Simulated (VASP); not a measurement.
Write the native input for VASP 6.6.1 that does the following.

```
Task                   : single point
Functional             : PBE
Potentials or basis    : VASP PAW PBE potentials, release 64 (B, Ti_sv, N)
Cutoff                 : 520 eV
k mesh                 : 9 × 7 × 1
Occupations            : gaussian, width 0.1 eV
Spin                   : no spin polarisation
Dipole correction      : yes
Further INCAR settings : ALGO = Normal; EDIFF = 1e-06; NBANDS = 40
```

The structure of Ti3B6N lies in POSCAR:

```
Ti3B6N
1.0
    3.0321012950      0.0000000000      0.0000000000
   -1.5160506475      4.1575960387      0.0000000000
    0.0000000000      0.0000000000     21.6365012870
B Ti N
6 3 1
Direct
    0.4162083558      0.8324167117      0.1848727734
    0.9826916982      0.9653833964      0.2162373473
    0.1156583829      0.2313167658      0.2789664953
    0.6841555002      0.3682035919      0.3103241285
    0.8188849641      0.6374753617      0.3780133493
    0.3948399341      0.7893602615      0.3991634864
    0.6994500270      0.3989000541      0.2005550604
    0.3994230469      0.7987873805      0.2937076121
    0.0978377712      0.1958824013      0.3870006528
    1.2698399341      1.6643602615      0.4458438617
```

One way to write it, as run:

INCAR

```
PREC = Accurate
ENCUT = 520
EDIFF = 1E-6
ISMEAR = 0
SIGMA = 0.1
LREAL = F
LASPH = T
NELM = 100
ALGO = Normal
ISIF = 2
LWAVE = F
LCHARG = F
LDIPOL = T
IDIPOL = 3
DIPOL = 0.5 0.5 0.309
GGA = PE
NBANDS = 40
```

KPOINTS

```
Automatic mesh
0
Gamma
  9 7 1
```

Potentials or basis: VASP PAW PBE potentials, release 64 (B, Ti_sv, N).

The run is started by

```bash
$ cat potpaw_PBE.64/B/POTCAR potpaw_PBE.64/Ti_sv/POTCAR potpaw_PBE.64/N/POTCAR > POTCAR
$ mpirun -np 1 vasp_std > vasp.out
```

It gave:

| Quantity | Value |
| --- | --- |
| Largest force | 18.569 eV/Å |
| Band gap on the k mesh | zero (an odd number of electrons rules out a gap without spin polarisation) |

It took 6.4 min on 1 thread of Intel(R) Xeon(R) 6975P-C (Granite Rapids), on a shared host, peak memory 0.53 GiB.
